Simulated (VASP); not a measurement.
Write the native input for VASP 6.6.1 that does the following.

```yaml
Task: relaxation of cell and atoms
Functional: LDA
Potentials_or_basis: VASP PAW LDA potentials, release 64 (La, O)
Cutoff: 600 eV
k_mesh: 5 × 5 × 8
Occupations: fermi-dirac, width 0.05 eV
Spin: no spin polarisation
Dipole_correction: no
Further_INCAR_settings: ALGO = Normal; EDIFF = 1e-06; IBRION = 2; EDIFFG = -0.01; NSW = 60; ISIF = 3
```

The structure of La2O3 lies in POSCAR:

```
La2O3
1.0
    6.2667802772      0.0000000000      0.0000000000
   -3.1333901386      5.4271909200      0.0000000000
    0.0000000000      0.0000000000      3.2997660000
La O
2 3
Direct
    0.6666666667      0.3333333333      0.5000000000
    0.3333333333      0.6666666667      0.5000000000
    0.5080139900      0.0000000000      0.0000000000
    0.0000000000      0.5080139900      0.0000000000
    0.4919860100      0.4919860100      0.0000000000
```

These files were run (other wordings do the same):

INCAR

```
PREC = Accurate ; ENCUT = 600
EDIFF = 1E-6 ; ISMEAR = -1
SIGMA = 0.05 ; LREAL = F
LASPH = T ; NELM = 100
ALGO = Normal ; ISIF = 3
LWAVE = F ; LCHARG = F
GGA = CA ; IBRION = 2
NSW = 60 ; EDIFFG = -0.01
```

KPOINTS

```
Automatic mesh
0
Gamma
  5 5 8
```

Potentials or basis: VASP PAW LDA potentials, release 64 (La, O).

Launch:

```console
$ cat potpaw_LDA.64/La/POTCAR potpaw_LDA.64/O/POTCAR > POTCAR
$ mpirun -np 1 vasp_std > vasp.out
```

It gave:

- Relaxed volume: 21.86 Å³/atom
- Relaxed cell: a = 6.250 Å, b = 6.250 Å, c = 3.230 Å, α = 90.00°, β = 90.00°, γ = 120.00°
- Space group after relaxing (to 0.1 Å): P6/mmm (No. 191)
- Energy gained by relaxing: 11.3 meV/atom
- Ionic steps: 14
- Pressure after relaxing: 0.0 GPa
- Largest force after relaxing: 0.008 eV/Å
- Band gap on the k mesh: 1.19 eV (least direct gap 1.82 eV)

Caveat: spin-orbit coupling is left out, which moves the levels of the heavy elements.

Wall time 21 min on 1 thread of Intel Xeon 8259CL, on a shared host, peak memory 0.28 GiB.
